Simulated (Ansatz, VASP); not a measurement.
**Re in VASP and in Ansatz**

```
Re
1.0
     2.77571    0.00000    0.00000
    -1.38786    2.40384    0.00000
     0.00000    0.00000    4.48305
Re
2
Direct
  0.33333 0.66667 0.25000
  0.66667 0.33333 0.75000
```

Alike in both runs: functional PBE; k mesh 17 × 17 × 9; occupations fermi-dirac, width 0.05 eV; no spin polarisation.

Ansatz relaxed the structure, and its values are those at the end. VASP's run is a single point on that final structure, the one shown.

|  | VASP | Ansatz |
| --- | --- | --- |
| version | VASP 6.6.1 | Ansatz 0.2.0 |
| potentials or method | VASP PAW PBE potentials, release 64 (Re), cutoff 520 eV | all-electron LAPW, scalar-relativistic |

Ansatz gave:

```
pressure (GPa) : 0.0
```

**Question.** What did VASP give for the same quantities?

**Answer.** Pressure (GPa): -0.7.

Ansatz ran all-electron here, and VASP with PAW potentials.

Spin-orbit coupling is off throughout.
